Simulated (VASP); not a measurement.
A run of VASP 6.6.1:

File POSCAR:

```
Re
1.0
    0.0000000000      1.9352312552      1.9352312552
    1.9352312552      0.0000000000      1.9352312552
    1.9352312552      1.9352312552      0.0000000000
Re
1
Direct
    0.0000000000      0.0000000000      0.0000000000
```

Contents of INCAR.step1:

```
  PREC = Accurate
  ENCUT = 410
  EDIFF = 1E-5
  ISMEAR = 1
  SIGMA = 0.01
  LREAL = F
  LASPH = T
  NELM = 120
  ALGO = Normal
  ISIF = 2
  LWAVE = T
  LCHARG = F
  NBANDS = 14
  GGA = PE
  GGA_COMPAT = F
```

INCAR.step2

```
  PREC = Accurate
  ENCUT = 410
  EDIFF = 1E-6
  ISMEAR = 1
  SIGMA = 0.01
  LREAL = F
  LASPH = T
  NELM = 120
  ALGO = Normal
  ISIF = 2
  LWAVE = F
  LCHARG = F
  GGA = B3
  LHFCALC = T
  AEXX = 0.2
  AGGAX = 0.72
  AGGAC = 0.81
  ALDAC = 0.19
  PRECFOCK = Normal
  IVDW = 13
  NBANDS = 14
  ISTART = 1
  GGA_COMPAT = F
```

File KPOINTS:

```
Automatic mesh
0
Gamma
  8 8 8
```

Potentials or basis: VASP PAW PBE potentials, release 64 (Re_sv_GW).

Run with:

```sh
$ cat potpaw_PBE.64/Re_sv_GW/POTCAR > POTCAR
$ cp INCAR.step1 INCAR
$ mpirun -np 1 vasp_std > vasp.out
$ cp INCAR.step2 INCAR
$ mpirun -np 1 vasp_std > vasp.out
```

Hardware: 1 thread of Intel(R) Xeon(R) Platinum 8488C (Sapphire Rapids), with other jobs on the host.

Question: Estimate the wall time of this run.

Answer: Run time: 17 min on 1 thread of Intel(R) Xeon(R) Platinum 8488C (Sapphire Rapids) (shared host), peak memory 0.14 GiB. Counts: k points 29.
